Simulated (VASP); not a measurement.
# Bi2Mo (Fm-3m) in VASP: a series of runs

The runs below take Bi2Mo through single point, relaxation of cell and atoms, with PBE.

Program: VASP 6.6.1. These are calculated values, not measurements. Logs are shortened: lines on timing, memory, paths and dates and some standing lists are left out, and cuts for length are marked.

### Step 1. The cell of the first run

It takes space group Fm-3m (No. 225, cubic). The conventional cell has a = 6.713 Å, b = 6.713 Å, c = 6.713 Å, α = 90.00°, β = 90.00°, γ = 90.00°. Within 3.8 Å of Bi (site symmetry -43m) lie 4 Mo at 2.91 Å and 6 Bi at 3.36 Å. Within 3.8 Å of Mo (site symmetry m-3m) lie 8 Bi at 2.91 Å.

### Step 2. Single point, PBE

INCAR reads:

```
PREC     = Accurate       # precision mode
ENCUT    = 520            # plane-wave cutoff, eV
EDIFF    = 1E-7           # SCF threshold, eV
ISMEAR   = 0              # smearing method
SIGMA    = 0.1            # smearing width, eV
LREAL    = F              # projectors in reciprocal space
LASPH    = T              # aspherical terms in the spheres
NELM     = 80             # most SCF steps
ALGO     = Fast           # electronic algorithm
ISIF     = 2              # what is computed and relaxed
LWAVE    = F              # write WAVECAR
LCHARG   = F              # write CHGCAR
GGA      = PE             # functional
NBANDS   = 29             # bands
```

KPOINTS reads:

```
Automatic mesh
0
Gamma
  4 4 4
```

POSCAR reads:

```
Bi2Mo
1.0
    0.0000000000      3.3565895300      3.3565895300
    3.3565895300      0.0000000000      3.3565895300
    3.3565895300      3.3565895300      0.0000000000
Bi Mo
2 1
Direct
    0.7500000000      0.7500000000      0.7500000000
    0.2500000000      0.2500000000      0.2500000000
    0.0000000000      0.0000000000      0.0000000000
```

Potentials or basis: VASP PAW PBE potentials, release 64 (Bi_d, Mo_sv).

Launch:

```console
cat potpaw_PBE.64/Bi_d/POTCAR potpaw_PBE.64/Mo_sv/POTCAR > POTCAR
mpirun -np 1 vasp_std > vasp.out
```

OUTCAR:

```text
PREC = Accurate
   ENCUT = 520
   EDIFF = 1E-7
   ISMEAR = 0
   LREAL = F
   LASPH = T
   NELM = 80
   ISIF = 2
   GGA = PE

 ion  position               nearest neighbor table
   1  0.750  0.750  0.750-   3 2.91   3 2.91   3 2.91   3 2.91   2 3.36   2 3.36   2 3.36   2 3.36
                             2 3.36   2 3.36
   2  0.250  0.250  0.250-   3 2.91   3 2.91   3 2.91   3 2.91   1 3.36   1 3.36   1 3.36   1 3.36
                             1 3.36   1 3.36
   3  0.000  0.000  0.000-   1 2.91   1 2.91   1 2.91   1 2.91   2 2.91   2 2.91   2 2.91   2 2.91

  LATTYP: Found a face centered cubic cell.
 ALAT       =     6.7131790600

  Lattice vectors:

 A1 = (   0.0000000000,   3.3565895300,   3.3565895300)
 A2 = (   3.3565895300,   0.0000000000,   3.3565895300)
 A3 = (   3.3565895300,   3.3565895300,   0.0000000000)

Analysis of symmetry for initial positions (statically):
=====================================================================
 Subroutine PRICEL returns:
 Original cell was already a primitive cell.

 Routine SETGRP: Setting up the symmetry group for a
 face centered cubic supercell.

 Subroutine GETGRP returns: Found 48 space group operations
 (whereof 48 operations were pure point group operations)
 out of a pool of 48 trial point group operations.

The static configuration has the point symmetry O_h .

Analysis of symmetry for dynamics (positions and initial velocities):
=====================================================================
 Subroutine PRICEL returns:
 Original cell was already a primitive cell.

 Routine SETGRP: Setting up the symmetry group for a
 face centered cubic supercell.

 Subroutine GETGRP returns: Found 48 space group operations
 (whereof 48 operations were pure point group operations)
 out of a pool of 48 trial point group operations.

The dynamic configuration has the point symmetry O_h .

 Subroutine INISYM returns: Found 48 space group operations
 (whereof 48 operations are pure point group operations),
 and found     1 'primitive' translations

----------------------------------------------------------------------------------------

                                     Primitive cell

  volume of cell :      75.6353

  direct lattice vectors                    reciprocal lattice vectors
     0.000000000  3.356589530  3.356589530    -0.148960722  0.148960722  0.148960722
     3.356589530  0.000000000  3.356589530     0.148960722 -0.148960722  0.148960722
     3.356589530  3.356589530  0.000000000     0.148960722  0.148960722 -0.148960722

  length of vectors
     4.746934437  4.746934437  4.746934437     0.258007539  0.258007539  0.258007539

  position of ions in fractional coordinates (direct lattice)
     0.750000000  0.750000000  0.750000000
     0.250000000  0.250000000  0.250000000
     0.000000000  0.000000000  0.000000000

  ion indices of the primitive-cell ions
   primitive index   ion index
                 1           1
                 2           2
                 3           3

----------------------------------------------------------------------------------------

 KPOINTS: Automatic mesh

Automatic generation of k-mesh.
 Grid dimensions read from file:
 generate k-points for:    4    4    4

 Generating k-lattice:

  Cartesian coordinates                     Fractional coordinates (reciprocal lattice)
    -0.037240181  0.037240181  0.037240181     0.250000000  0.000000000  0.000000000
     0.037240181 -0.037240181  0.037240181     0.000000000  0.250000000  0.000000000
     0.037240181  0.037240181 -0.037240181     0.000000000  0.000000000  0.250000000

  Length of vectors
     0.064501885  0.064501885  0.064501885

  Shift w.r.t. Gamma in fractional coordinates (k-lattice)
     0.000000000  0.000000000  0.000000000

 Subroutine IBZKPT returns following result:
 ===========================================

 Found      8 irreducible k-points:

 Following reciprocal coordinates:
            Coordinates               Weight
  0.000000  0.000000  0.000000      1.000000
  0.250000  0.000000  0.000000      8.000000
  0.500000  0.000000  0.000000      4.000000
  0.250000  0.250000  0.000000      6.000000
  0.500000  0.250000  0.000000     24.000000
 -0.250000  0.250000  0.000000     12.000000
  0.500000  0.500000  0.000000      3.000000
 -0.250000  0.500000  0.250000      6.000000
   k-points           NKPTS =      8   k-points in BZ     NKDIM =      8   number of bands    NBANDS=     29
   number of dos      NEDOS =    301   number of ions     NIONS =      3
   total plane-waves  NPLWV =  46656
   dimension x,y,z NGX =    36 NGY =   36 NGZ =   36
   dimension x,y,z NGXF=    72 NGYF=   72 NGZF=   72
   ions per type =               2   1
   NGX,Y,Z   is equivalent  to a cutoff of  12.61, 12.61, 12.61 a.u.
   NGXF,Y,Z  is equivalent  to a cutoff of  25.22, 25.22, 25.22 a.u.
 SYSTEM =  unknown system
   PREC   = accura    normal or accurate (medium, high low for compatibility)
   ISTART =      0    job   : 0-new  1-cont  2-samecut
   ICHARG =      2    charge: 1-file 2-atom 10-const
   ISPIN  =      1    spin polarized calculation?
   LNONCOLLINEAR =      F non collinear calculations
   LSORBIT =      F    spin-orbit coupling
   LASPH  =      T    aspherical Exc in radial PAW
   ENCUT  =  520.0 eV  38.22 Ry    6.18 a.u.   8.83  8.83  8.83*2*pi/ulx,y,z
   NELM   =     80;   NELMIN=  2; NELMDL= -5     # of ELM steps
   EDIFF  = 0.1E-06   stopping-criterion for ELM
   LREAL  =      F    real-space projection
   EDIFFG = 0.1E-05   stopping-criterion for IOM
   NSW    =      0    number of steps for IOM
   IBRION =     -1    ionic relax: 0-MD 1-quasi-New 2-CG
   NFREE  =      0    steps in history (QN), initial steepest desc. (CG)
   ISIF   =      2    stress and relaxation
   ISYM   =      2    0-nonsym 1-usesym 2-fastsym
   POTIM  = 0.5000    time-step for ionic-motion
   TEBEG  =    0.0;   TEEND  =   0.0 temperature during run
   PSTRESS=    0.0 pullay stress
   NELECT =      44.0000    total number of electrons
   NUPDOWN=      -1.0000    fix difference up-down
   EMIN   =  10.00;   EMAX   =-10.00  energy-range for DOS
   EFERMI =   0.00;   METHOD = LEGACY
   ISMEAR =     0;   SIGMA  =   0.10  broadening in eV -4-tet -1-fermi 0-gaus
   EFERMI_NEDOS =   21; number of points for ismear=-14 and -15
   IALGO  =     68    algorithm
   IMIX   =      4    mixing-type and parameters
     AMIX     =   0.40;   BMIX     =  1.00
     AMIX_MAG =   1.60;   BMIX_MAG =  1.00
  volume/ion in A,a.u.               =      25.21       170.14
  Fermi-wavevector in a.u.,A,eV,Ry     =   1.366630  2.582555 25.411281  1.867676
  Thomas-Fermi vector in A             =   2.492753
   LORBIT       =      0    0 simple, 1 ext, 2 COOP (PROOUT), +10 PAW based schemes
   GGA     = PE    functional components
   LHFCALC =     F    Hartree Fock is set to
   AEXX    =    0.0000 exact exchange contribution
   IVDW    =     0    specifies the selected vdW correction
   LEPSILON=     F    determine dielectric tensor
   LRPA    =     F    only Hartree local field effects (RPA)
 non-spin polarized calculation
 RMM-DIIS sequential band-by-band and
 Gauss-broadening in eV      SIGMA  =   0.10
  energy-cutoff  :      520.00
  volume of cell :       75.64
 maximum number of plane-waves:      2085
   NGX = 17   NGY = 17   NGZ = 17

 number of electron      44.0000015 magnetization

 Free energy of the ion-electron system (eV)
  ---------------------------------------------------
  ext. energy  EPLUGINS =         0.00000000
  ---------------------------------------------------
  free energy    TOTEN  =       -16.48795271 eV

  energy without entropy =      -16.46280859  energy(sigma->0) =      -16.47538065

 E-fermi :   8.9039     XC(G=0): -10.9286

 val. band max:        8.8482422325   @ k =   0.5000   0.2500   0.0000
 cond. band min:       8.9755811042   @ k =  -0.2500   0.2500   0.0000
 fundamental gap:      0.1273388717
 Fermi energy:         8.9039304073

 k-point     1 :       0.0000    0.0000    0.0000
  band No.  band energies     occupation
      1     -51.3771      2.00000
      2     -25.5407      2.00000
      3     -25.5407      2.00000
      4     -25.5407      2.00000
      5     -13.8981      2.00000
      6     -13.8981      2.00000
[... 21 lines left out ...]
     28      13.2511      0.00000
     29      13.2514      0.00000

 k-point     2 :       0.2500    0.0000    0.0000
  band No.  band energies     occupation
      1     -51.3769      2.00000
      2     -25.5425      2.00000
      3     -25.5407      2.00000
      4     -25.5407      2.00000
      5     -13.8476      2.00000
      6     -13.8476      2.00000
[... 21 lines left out ...]
     28      14.6578      0.00000
     29      15.0287      0.00000

 k-point     3 :       0.5000    0.0000    0.0000
  band No.  band energies     occupation
      1     -51.3769      2.00000
      2     -25.5444      2.00000
      3     -25.5406      2.00000
      4     -25.5406      2.00000
      5     -13.7430      2.00000
      6     -13.7370      2.00000
[... 21 lines left out ...]
     28      16.1989      0.00000
     29      16.8803      0.00000

 k-point     4 :       0.2500    0.2500    0.0000
  band No.  band energies     occupation
      1     -51.3769      2.00000
      2     -25.5431      2.00000
      3     -25.5407      2.00000
      4     -25.5407      2.00000
      5     -13.8913      2.00000
      6     -13.8034      2.00000
[... 21 lines left out ...]
     28      13.1116      0.00000
     29      16.4680      0.00000

 k-point     5 :       0.5000    0.2500    0.0000
  band No.  band energies     occupation
      1     -51.3768      2.00000
      2     -25.5440      2.00000
      3     -25.5415      2.00000
      4     -25.5406      2.00000
      5     -13.8396      2.00000
      6     -13.7895      2.00000
[... 21 lines left out ...]
     28      13.9502      0.00000
     29      17.1447      0.00000

 k-point     6 :      -0.2500    0.2500    0.0000
  band No.  band energies     occupation
      1     -51.3769      2.00000
      2     -25.5431      2.00000
      3     -25.5419      2.00000
      4     -25.5406      2.00000
      5     -13.8374      2.00000
      6     -13.7755      2.00000
[... 21 lines left out ...]
     28      14.7051      0.00000
     29      15.8900      0.00000

 k-point     7 :       0.5000    0.5000    0.0000
  band No.  band energies     occupation
      1     -51.3768      2.00000
      2     -25.5455      2.00000
      3     -25.5407      2.00000
      4     -25.5407      2.00000
      5     -13.8844      2.00000
      6     -13.8188      2.00000
[... 21 lines left out ...]
     28      14.8399      0.00000
     29      17.2344      0.00000

 k-point     8 :      -0.2500    0.5000    0.2500
  band No.  band energies     occupation
      1     -51.3768      2.00000
      2     -25.5431      2.00000
      3     -25.5431      2.00000
      4     -25.5407      2.00000
      5     -13.8200      2.00000
      6     -13.8200      2.00000
[... 21 lines left out ...]
     28      14.7418      0.00000
     29      15.8362      0.00000

------------------------ aborting loop because EDIFF is reached ----------------------------------------

  FORCE on cell =-STRESS in cart. coord.  units (eV):
  Direction    XX          YY          ZZ          XY          YZ          ZX
  --------------------------------------------------------------------------------------
  -------------------------------------------------------------------------------------
  Total        2.4147561      2.4147561      2.4147561     -0.0000000     -0.0000000      0.0000000
  in kB       51.1515915     51.1515915     51.1515915     -0.0000000     -0.0000000      0.0000000
  external PRESSURE =      51.1515915 kB  Pullay stress =       0.0000000 kB

 VOLUME and BASIS-vectors are now :
 -----------------------------------------------------------------------------
  energy-cutoff  :      520.00
  volume of cell :       75.64
      direct lattice vectors                 reciprocal lattice vectors
     0.000000000  3.356589530  3.356589530    -0.148960722  0.148960722  0.148960722
     3.356589530  0.000000000  3.356589530     0.148960722 -0.148960722  0.148960722
     3.356589530  3.356589530  0.000000000     0.148960722  0.148960722 -0.148960722

 POSITION                                       TOTAL-FORCE (eV/Angst)
 -----------------------------------------------------------------------------------
      5.03488      5.03488      5.03488        -0.000000      0.000000     -0.000000
      1.67829      1.67829      1.67829         0.000000     -0.000000      0.000000
      0.00000      0.00000      0.00000        -0.000000      0.000000     -0.000000
 -----------------------------------------------------------------------------------
    total drift:                                0.000000      0.000000      0.000000

  FREE ENERGIE OF THE ION-ELECTRON SYSTEM (eV)
  ---------------------------------------------------
  free  energy   TOTEN  =       -16.4879527138 eV

  energy  without entropy=      -16.4628085894  energy(sigma->0) =      -16.47538065
```

It took 17 s on 1 thread of Intel Xeon 6975P-C (Granite Rapids), shared host; peak memory 0.2 GiB.

Results:

| Quantity | Value |
| --- | --- |
| Free energy | -16.4880 eV |
| Pressure | 5.1 GPa |
| Band gap on the k mesh | zero (band 22 reaches 11.02 eV, above the bottom of band 23 at 8.65 eV) |

Caveat: the k points lie up to 0.41 Å⁻¹ apart; spin-orbit coupling is left out, which moves the levels of the heavy elements.

(Continued in part 2 of 2.)
